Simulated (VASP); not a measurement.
# TaN (P-6m2) in VASP: notebook

Runs on TaN. Level: LDA. Tasks: electric field gradients.

Program: VASP 6.6.1. These are calculated values, not measurements. Logs are shortened: lines on timing, memory, paths and dates and some standing lists are left out, and cuts for length are marked.

### 1 The cell of the first run

It takes space group P-6m2 (No. 187, hexagonal). The conventional cell has a = 2.948 Å, b = 2.948 Å, c = 2.893 Å, α = 90.00°, β = 90.00°, γ = 120.00°. Within 3.0 Å of Ta (site symmetry -6m2) lie 6 N at 2.23 Å and 8 Ta at 2.89 to 2.95 Å. N (site symmetry -6m2) has 6 Ta at 2.23 Å and 8 N at 2.89 to 2.95 Å within 3.0 Å.

### 2 Electric field gradients, LDA (10.88 Å³/atom)

File INCAR:

```
  PREC = Accurate
  ENCUT = 520
  EDIFF = 1E-8
  ISMEAR = -1
  SIGMA = 0.02
  LREAL = False
  LASPH = True
  NELM = 80
  ALGO = Normal
  ISIF = 2
  LWAVE = False
  LCHARG = False
  LEFG = True
  NBANDS = 15
```

File KPOINTS:

```
Automatic mesh
0
Gamma
  12 12 10
```

File POSCAR:

```
TaN
1.0
    2.9477597236      0.0000000000      0.0000000000
   -1.4738798618      2.5528348050      0.0000000000
    0.0000000000      0.0000000000      2.8925781435
Ta N
1 1
Direct
    0.3333333333      0.6666666667      0.5000000000
    0.0000000000      0.0000000000      0.0000000000
```

Potentials or basis: VASP PAW LDA potentials, release 64 (Ta_pv, N).

Run with:

```console
cat potpaw_LDA.64/Ta_pv/POTCAR potpaw_LDA.64/N/POTCAR > POTCAR
mpirun -np 1 vasp_std > vasp.out
```

OUTCAR:

```text
PREC = Accurate
   ENCUT = 520
   EDIFF = 1E-8
   ISMEAR = -1
   LREAL = False
   LASPH = True
   NELM = 80
   ISIF = 2

 ion  position               nearest neighbor table
   1  0.333  0.667  0.500-   2 2.23   2 2.23   2 2.23   2 2.23   2 2.23   2 2.23
   2  0.000  0.000  0.000-   1 2.23   1 2.23   1 2.23   1 2.23   1 2.23   1 2.23

  LATTYP: Found a hexagonal cell.
 ALAT       =     2.9477597236
 C/A-ratio  =     0.9812801635

  Lattice vectors:

 A1 = (   2.9477597236,   0.0000000000,   0.0000000000)
 A2 = (  -1.4738798618,   2.5528348050,   0.0000000000)
 A3 = (   0.0000000000,   0.0000000000,   2.8925781435)

Analysis of symmetry for initial positions (statically):
=====================================================================
 Subroutine PRICEL returns:
 Original cell was already a primitive cell.

 Routine SETGRP: Setting up the symmetry group for a
 hexagonal supercell.

 Subroutine GETGRP returns: Found 12 space group operations
 (whereof 12 operations were pure point group operations)
 out of a pool of 24 trial point group operations.

The static configuration has the point symmetry D_3h.

Analysis of symmetry for dynamics (positions and initial velocities):
=====================================================================
 Subroutine PRICEL returns:
 Original cell was already a primitive cell.

 Routine SETGRP: Setting up the symmetry group for a
 hexagonal supercell.

 Subroutine GETGRP returns: Found 12 space group operations
 (whereof 12 operations were pure point group operations)
 out of a pool of 24 trial point group operations.

The dynamic configuration has the point symmetry D_3h.

 Subroutine INISYM returns: Found 12 space group operations
 (whereof 12 operations are pure point group operations),
 and found     1 'primitive' translations

----------------------------------------------------------------------------------------

                                     Primitive cell

  volume of cell :      21.7671

  direct lattice vectors                    reciprocal lattice vectors
     2.947759724  0.000000000  0.000000000     0.339240676  0.195860695  0.000000000
    -1.473879862  2.552834805  0.000000000     0.000000000  0.391721391  0.000000000
     0.000000000  0.000000000  2.892578144     0.000000000  0.000000000  0.345712354

  length of vectors
     2.947759724  2.947759724  2.892578144     0.391721391  0.391721391  0.345712354

  position of ions in fractional coordinates (direct lattice)
     0.333333333  0.666666667  0.500000000
     0.000000000  0.000000000  0.000000000

  ion indices of the primitive-cell ions
   primitive index   ion index
                 1           1
                 2           2

----------------------------------------------------------------------------------------

 KPOINTS: Automatic mesh

Automatic generation of k-mesh.
 Grid dimensions read from file:
 generate k-points for:   12   12   10

 Generating k-lattice:

  Cartesian coordinates                     Fractional coordinates (reciprocal lattice)
     0.028270056  0.016321725  0.000000000     0.083333333 -0.000000000  0.000000000
     0.000000000  0.032643449  0.000000000     0.000000000  0.083333333  0.000000000
     0.000000000  0.000000000  0.034571235     0.000000000  0.000000000  0.100000000

  Length of vectors
     0.032643449  0.032643449  0.034571235

  Shift w.r.t. Gamma in fractional coordinates (k-lattice)
     0.000000000  0.000000000  0.000000000

 Subroutine IBZKPT returns following result:
 ===========================================

 Found    114 irreducible k-points:

 Following reciprocal coordinates:
            Coordinates               Weight
  0.000000  0.000000  0.000000      1.000000
  0.083333  0.000000  0.000000      6.000000
  0.166667  0.000000  0.000000      6.000000
  0.250000  0.000000  0.000000      6.000000
  0.333333  0.000000  0.000000      6.000000
  0.416667  0.000000  0.000000      6.000000
[... 16 lines left out ...]
  0.250000  0.000000  0.100000     12.000000
  0.333333  0.000000  0.100000     12.000000
 [... further k-points ...]
   k-points           NKPTS =    114   k-points in BZ     NKDIM =    114   number of bands    NBANDS=     15
   number of dos      NEDOS =    301   number of ions     NIONS =      2
   total plane-waves  NPLWV =  13824
   dimension x,y,z NGX =    24 NGY =   24 NGZ =   24
   dimension x,y,z NGXF=    48 NGYF=   48 NGZF=   48
   ions per type =               1   1
   NGX,Y,Z   is equivalent  to a cutoff of  13.54, 13.54, 13.79 a.u.
   NGXF,Y,Z  is equivalent  to a cutoff of  27.07, 27.07, 27.59 a.u.
 SYSTEM =  unknown system
   PREC   = accura    normal or accurate (medium, high low for compatibility)
   ISTART =      0    job   : 0-new  1-cont  2-samecut
   ICHARG =      2    charge: 1-file 2-atom 10-const
   ISPIN  =      1    spin polarized calculation?
   LNONCOLLINEAR =      F non collinear calculations
   LSORBIT =      F    spin-orbit coupling
   LASPH  =      T    aspherical Exc in radial PAW
   ENCUT  =  520.0 eV  38.22 Ry    6.18 a.u.   5.48  5.48  5.38*2*pi/ulx,y,z
   NELM   =     80;   NELMIN=  2; NELMDL= -5     # of ELM steps
   EDIFF  = 0.1E-07   stopping-criterion for ELM
   LREAL  =      F    real-space projection
   EDIFFG = 0.1E-06   stopping-criterion for IOM
   NSW    =      0    number of steps for IOM
   IBRION =     -1    ionic relax: 0-MD 1-quasi-New 2-CG
   NFREE  =      0    steps in history (QN), initial steepest desc. (CG)
   ISIF   =      2    stress and relaxation
   ISYM   =      2    0-nonsym 1-usesym 2-fastsym
   POTIM  = 0.5000    time-step for ionic-motion
   TEBEG  =    0.0;   TEEND  =   0.0 temperature during run
   PSTRESS=    0.0 pullay stress
   NELECT =      16.0000    total number of electrons
   NUPDOWN=      -1.0000    fix difference up-down
   EMIN   =  10.00;   EMAX   =-10.00  energy-range for DOS
   EFERMI =   0.00;   METHOD = LEGACY
   ISMEAR =    -1;   SIGMA  =   0.02  broadening in eV -4-tet -1-fermi 0-gaus
   EFERMI_NEDOS =   21; number of points for ismear=-14 and -15
   IALGO  =     38    algorithm
   IMIX   =      4    mixing-type and parameters
     AMIX     =   0.40;   BMIX     =  1.00
     AMIX_MAG =   1.60;   BMIX_MAG =  1.00
  volume/ion in A,a.u.               =      10.88        73.45
  Fermi-wavevector in a.u.,A,eV,Ry     =   1.477457  2.791989 29.699876  2.182879
  Thomas-Fermi vector in A             =   2.591859
   LORBIT       =      0    0 simple, 1 ext, 2 COOP (PROOUT), +10 PAW based schemes
   GGA     = CA    functional components
   LHFCALC =     F    Hartree Fock is set to
   AEXX    =    0.0000 exact exchange contribution
   IVDW    =     0    specifies the selected vdW correction
   LEPSILON=     F    determine dielectric tensor
   LRPA    =     F    only Hartree local field effects (RPA)
 non-spin polarized calculation
  energy-cutoff  :      520.00
  volume of cell :       21.77
 maximum number of plane-waves:       611
 NGX is ok and might be reduce to    24
   NGX = 11   NGY = 11   NGZ = 11

 number of electron      16.0000002 magnetization

 Free energy of the ion-electron system (eV)
  ---------------------------------------------------
  ext. energy  EPLUGINS =         0.00000000
  ---------------------------------------------------
  free energy    TOTEN  =       -24.68565610 eV

  energy without entropy =      -24.68555492  energy(sigma->0) =      -24.68560551

 E-fermi :   8.0896     XC(G=0): -13.5291

 val. band max:        7.9699943229   @ k =   0.0000   0.0000   0.4000
 cond. band min:       8.1295659011   @ k =   0.0833   0.0000   0.5000
 fundamental gap:      0.1595715782
 Fermi energy:         8.0896067588

 k-point     1 :       0.0000    0.0000    0.0000
  band No.  band energies     occupation
      1     -26.6596      2.00000
      2     -26.3972      2.00000
      3     -26.3972      2.00000
      4      -9.4597      2.00000
      5       3.5013      2.00000
      6       3.5013      2.00000
      7       3.8497      2.00000
      8       5.1397      2.00000
      9      10.2924      0.00000
     10      11.5359      0.00000
     11      11.5359      0.00000
     12      11.8743      0.00000
     13      11.8743      0.00000
     14      20.3484      0.00000
[... 401 lines left out ...]
      2     -26.6367      2.00000
      3     -26.5620      2.00000
      4      -7.7107      2.00000
      5       0.5496      2.00000
      6       3.0360      2.00000
      7       4.4062      2.00000
      8       5.3387      2.00000
      9      10.6280      0.00000
     10      10.8879      0.00000
     11      12.4903      0.00000
     12      12.9184      0.00000
     13      15.0337      0.00000
     14      20.3561      0.00000
     15      21.0691      0.00000

 [... further k-points ...]

------------------------ aborting loop because EDIFF is reached ----------------------------------------

  FORCE on cell =-STRESS in cart. coord.  units (eV):
  Direction    XX          YY          ZZ          XY          YZ          ZX
  --------------------------------------------------------------------------------------
  -------------------------------------------------------------------------------------
  Total       -1.6995218     -1.6995218     -1.9384441      0.0000000     -0.0000000     -0.0000000
  in kB     -125.0942716   -125.0942716   -142.6802874      0.0000000     -0.0000000     -0.0000000
  external PRESSURE =    -130.9562769 kB  Pullay stress =       0.0000000 kB

 VOLUME and BASIS-vectors are now :
 -----------------------------------------------------------------------------
  energy-cutoff  :      520.00
  volume of cell :       21.77
      direct lattice vectors                 reciprocal lattice vectors
     2.947759724  0.000000000  0.000000000     0.339240676  0.195860695  0.000000000
    -1.473879862  2.552834805  0.000000000     0.000000000  0.391721391  0.000000000
     0.000000000  0.000000000  2.892578144     0.000000000  0.000000000  0.345712354

 POSITION                                       TOTAL-FORCE (eV/Angst)
 -----------------------------------------------------------------------------------
     -0.00000      1.70189      1.44629        -0.000000      0.000000      0.000000
      0.00000      0.00000      0.00000         0.000000      0.000000      0.000000
 -----------------------------------------------------------------------------------
    total drift:                                0.000000     -0.000000     -0.000000

  FREE ENERGIE OF THE ION-ELECTRON SYSTEM (eV)
  ---------------------------------------------------
  free  energy   TOTEN  =       -24.6856561006 eV

  energy  without entropy=      -24.6855549208  energy(sigma->0) =      -24.68560551

 Electric field gradients (V/A^2)
---------------------------------------------------------------------
 ion       V_xx      V_yy      V_zz      V_xy      V_xz      V_yz
---------------------------------------------------------------------
   1      -9.794    -9.793    19.587     0.000     0.000    -0.000
   2      -0.070    -0.070     0.140    -0.001     0.000    -0.000
---------------------------------------------------------------------

 Electric field gradients after diagonalization (V/A^2)
 (convention: |V_zz| > |V_xx| > |V_yy|)
----------------------------------------------------------------------
 ion       V_xx      V_yy      V_zz     asymmetry (V_yy - V_xx)/ V_zz
----------------------------------------------------------------------
   1      -9.794    -9.793    19.587       0.000
   2      -0.071    -0.069     0.140       0.009
----------------------------------------------------------------------

           NMR quadrupolar parameters

 Cq : quadrupolar parameter    Cq=e*Q*V_zz/h
 eta: asymmetry parameters     (V_yy - V_xx)/ V_zz
 Q  : nuclear electric quadrupole moment in mb (millibarn)
----------------------------------------------------------------------
 ion       Cq(MHz)       eta       Q (mb)
----------------------------------------------------------------------
   1       0.047       0.000       1.000
   2       0.000       0.009       1.000
----------------------------------------------------------------------
```

Run time: 52 s. Hardware: 1 thread of Intel Xeon 8259CL, shared host; peak memory 0.16 GiB.

Results:

```
Free energy                             : -24.6857 eV
Pressure                                : -13.1 GPa
Band gap on the k mesh                  : zero (bands 8 and 9 overlap by 0.49 eV)
Largest electric field gradient by atom : Ta +19.6; N +0.1 V/Å²
```

Stress tensor (GPa, compression positive):
```
-12.51   0.00   0.00
  0.00 -12.51   0.00
  0.00   0.00 -14.27
```

Electric field gradients, principal values (V/Å²):
```
atom   least  middle  greatest (by size)
1 Ta  -9.793  -9.794              19.587
 2 N  -0.069  -0.071               0.140
```

Caveat: the cell stands under tension; without QUAD_EFG the Cq values of the log hold for a quadrupole moment of 1 mb, not for the nuclei; spin-orbit coupling is left out, which moves the levels of the heavy elements.

### 3 Electric field gradients, LDA (10.99 Å³/atom)

This run uses another cell than the first one, of 10.99 Å³/atom.

File INCAR:

```
ALGO = Normal
EDIFF = 1E-8
ENCUT = 520
ISIF = 2
ISMEAR = -1
LASPH = True
LCHARG = False
LEFG = True
LREAL = False
LWAVE = False
NBANDS = 15
NELM = 80
PREC = Accurate
SIGMA = 0.02
```

File KPOINTS:

```
k-points
0
Gamma
  12 12 10
```

File POSCAR:

```
TaN
1.0
    2.9574563715      0.0000000000      0.0000000000
   -1.4787281858      2.5612323484      0.0000000000
    0.0000000000      0.0000000000      2.9020932717
Ta N
1 1
Direct
    0.3333333333      0.6666666667      0.5000000000
    0.0000000000      0.0000000000      0.0000000000
```

Potentials or basis: VASP PAW LDA potentials, release 64 (Ta_pv, N).

Run with:

```console
cat potpaw_LDA.64/Ta_pv/POTCAR potpaw_LDA.64/N/POTCAR > POTCAR
mpirun -np 1 vasp_std > vasp.out
```

OUTCAR:

```text
EDIFF = 1E-8
   ENCUT = 520
   ISIF = 2
   ISMEAR = -1
   LASPH = True
   LREAL = False
   NELM = 80
   PREC = Accurate

 ion  position               nearest neighbor table
   1  0.333  0.667  0.500-   2 2.24   2 2.24   2 2.24   2 2.24   2 2.24   2 2.24
   2  0.000  0.000  0.000-   1 2.24   1 2.24   1 2.24   1 2.24   1 2.24   1 2.24

  LATTYP: Found a hexagonal cell.
 ALAT       =     2.9574563715
 C/A-ratio  =     0.9812801635

  Lattice vectors:

 A1 = (   2.9574563715,   0.0000000000,   0.0000000000)
 A2 = (  -1.4787281858,   2.5612323484,   0.0000000000)
 A3 = (   0.0000000000,   0.0000000000,   2.9020932717)

Analysis of symmetry for initial positions (statically):
=====================================================================
 Subroutine PRICEL returns:
 Original cell was already a primitive cell.

 Routine SETGRP: Setting up the symmetry group for a
 hexagonal supercell.

 Subroutine GETGRP returns: Found 12 space group operations
[... 621 lines left out ...]
     2.957456372  0.000000000  0.000000000     0.338128403  0.195218525  0.000000000
    -1.478728186  2.561232348  0.000000000     0.000000000  0.390437049  0.000000000
     0.000000000  0.000000000  2.902093272     0.000000000  0.000000000  0.344578863

 POSITION                                       TOTAL-FORCE (eV/Angst)
 -----------------------------------------------------------------------------------
     -0.00000      1.70749      1.45105        -0.000000      0.000000      0.000000
      0.00000      0.00000      0.00000         0.000000      0.000000      0.000000
 -----------------------------------------------------------------------------------
    total drift:                                0.000000     -0.000000     -0.000000

  FREE ENERGIE OF THE ION-ELECTRON SYSTEM (eV)
  ---------------------------------------------------
  free  energy   TOTEN  =       -24.6660941885 eV

  energy  without entropy=      -24.6659926057  energy(sigma->0) =      -24.66604340

 Electric field gradients (V/A^2)
---------------------------------------------------------------------
 ion       V_xx      V_yy      V_zz      V_xy      V_xz      V_yz
---------------------------------------------------------------------
   1     -10.441   -10.441    20.882     0.000     0.000    -0.000
   2      -0.142    -0.142     0.284    -0.000    -0.000    -0.000
---------------------------------------------------------------------

 Electric field gradients after diagonalization (V/A^2)
 (convention: |V_zz| > |V_xx| > |V_yy|)
----------------------------------------------------------------------
 ion       V_xx      V_yy      V_zz     asymmetry (V_yy - V_xx)/ V_zz
----------------------------------------------------------------------
   1     -10.441   -10.441    20.882       0.000
   2      -0.143    -0.142     0.284       0.004
----------------------------------------------------------------------

           NMR quadrupolar parameters

 Cq : quadrupolar parameter    Cq=e*Q*V_zz/h
 eta: asymmetry parameters     (V_yy - V_xx)/ V_zz
 Q  : nuclear electric quadrupole moment in mb (millibarn)
----------------------------------------------------------------------
 ion       Cq(MHz)       eta       Q (mb)
----------------------------------------------------------------------
   1       0.050       0.000       1.000
   2       0.001       0.004       1.000
----------------------------------------------------------------------
```

Run time: 57 s. Hardware: 1 thread of Intel Xeon 8259CL, shared host; peak memory 0.16 GiB.

Results:

* Free energy: -24.6661 eV
* Pressure: -16.2 GPa
* Band gap on the k mesh: zero (bands 8 and 9 overlap by 0.48 eV)
* Largest electric field gradient by atom: Ta +20.9; N +0.3 V/Å²

Levels at points of the mesh, in eV from the Fermi level:
```
           k point  band 5  band 6  band 7  band 8  band 9  band 10  band 11  band 12
(0.00, 0.00, 0.00)   -4.54   -4.54   -4.19   -2.94    2.13     3.40     3.40     3.73
(0.50, 0.00, 0.00)   -8.22   -5.17   -3.48   -3.18    2.78     3.83     4.98     5.04
(0.00, 0.00, 0.50)   -9.27   -3.75   -3.75   -0.20   -0.20     2.29     3.13     3.13
(0.50, 0.00, 0.50)   -7.27   -6.14   -5.66   -0.41    3.96     5.09     5.79     6.77
```

Electric field gradients, principal values (V/Å²):
| atom | least | middle | greatest (by size) |
| --- | --- | --- | --- |
| 1 Ta | -10.441 | -10.441 | 20.882 |
| 2 N | -0.142 | -0.143 | 0.284 |

Caveat: the cell stands under tension; without QUAD_EFG the Cq values of the log hold for a quadrupole moment of 1 mb, not for the nuclei; spin-orbit coupling is left out, which moves the levels of the heavy elements.
